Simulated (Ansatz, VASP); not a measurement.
# Ge: VASP beside Ansatz

The input INCAR:

```
SYSTEM = Ge
PREC = Accurate ; ENCUT = 520
EDIFF = 1E-7 ; ISMEAR = 0
SIGMA = 0.15 ; LREAL = .FALSE.
LASPH = .TRUE. ; NELM = 100
ALGO = Normal ; ISIF = 2
LWAVE = .FALSE. ; LCHARG = .TRUE.
GGA = PE ; LELF = .TRUE.
LVHAR = .TRUE. ; NBANDS = 21
```

KPOINTS

```
Automatic mesh
0
G
  14 14 14
  0 0 0
```

The input POSCAR:

```
Ge
1.0
    0.0000000000      2.6873315000      2.7580507500
    2.6873315000      0.0000000000      2.7580507500
    2.6873315000      2.6873315000      0.0000000000
Ge
2
Direct
    0.5000000000      0.5000000000      0.5000000000
    0.7500000000      0.7500000000      0.7500000000
```

Input for Ansatz:

```yaml
crystal:
  lattice:
    - [0.0, 2.6873315, 2.75805075]
    - [2.6873315, 0.0, 2.75805075]
    - [2.6873315, 2.6873315, 0.0]
  atoms:
    - { symbol: Ge, position: [0.5, 0.5, 0.5] }
    - { symbol: Ge, position: [0.75, 0.75, 0.75] }
basis:
  ecutwfc: 420
kpoints:
  mp_grid: { grid: [14, 14, 14] }
hamiltonian:
  xc: pbe
scf:
  occupations: { method: gaussian, width: 0.15 }
output:
  forces: true
  stress: true
  eigenvalues: true
```

Change from the starting cell: strain -0.050 along x and y, -0.025 along z, atoms carried along.

Alike in both runs: task single point; functional PBE; k mesh 14 × 14 × 14; occupations gaussian, width 0.15 eV; no spin polarisation.

|  | VASP | Ansatz |
| --- | --- | --- |
| version | VASP 6.6.1 | Ansatz 0.2.0 |
| potentials or method | VASP PAW PBE potentials, release 64 (Ge_d), cutoff 520 eV | scalar-relativistic, plane waves, PAW |
| valence electrons in the cell | 28 | 28 |

```tsv
	VASP	Ansatz	Ansatz less VASP
gap on the k mesh at the Fermi level (eV)	0.21	0.21	-0.005
least direct gap on the mesh (eV)	1.18	1.17	-0.011
pressure (GPa)	16.5	16.7	+0.10
traceless stress, the component that is largest in VASP (GPa)	-1.36	-1.35	+0.006
```
